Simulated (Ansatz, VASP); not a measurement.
MgBe in VASP and in Ansatz

```
CELL_PARAMETERS angstrom
3.06786 0.00000 0.00000
0.00000 3.06786 0.00000
0.00000 0.00000 3.08602
ATOMIC_POSITIONS crystal
Mg 0.50000 0.50000 0.50000
Be 0.00000 0.00000 0.00000
```

Alike in both runs: functional PBE; k mesh 6 × 6 × 6; occupations gaussian, width 0.1 eV; no spin polarisation.

Ansatz relaxed the structure, and its values are those at the end. VASP's run is a single point on that final structure, the one shown.

```csv
,VASP,Ansatz
version,VASP 6.6.1,Ansatz 0.2.0
potentials or method,"VASP PAW PBE potentials, release 64 (Mg, Be), cutoff 600 eV","scalar-relativistic, plane waves, PAW"
valence electrons in the cell,4,12
```

VASP gave:

```
gap on the k mesh at the Fermi level (eV) : none
pressure (GPa)                            : 0.1
```

Task: Which values does Ansatz return?

Result: gap on the k mesh at the Fermi level (eV): none; pressure (GPa): 0.2.

A gap of «none» marks a metal or a gap that the smearing closes. VASP's potentials hold 4 valence electrons a cell and Ansatz's 12, so a difference there can come from the potentials and not from the codes.
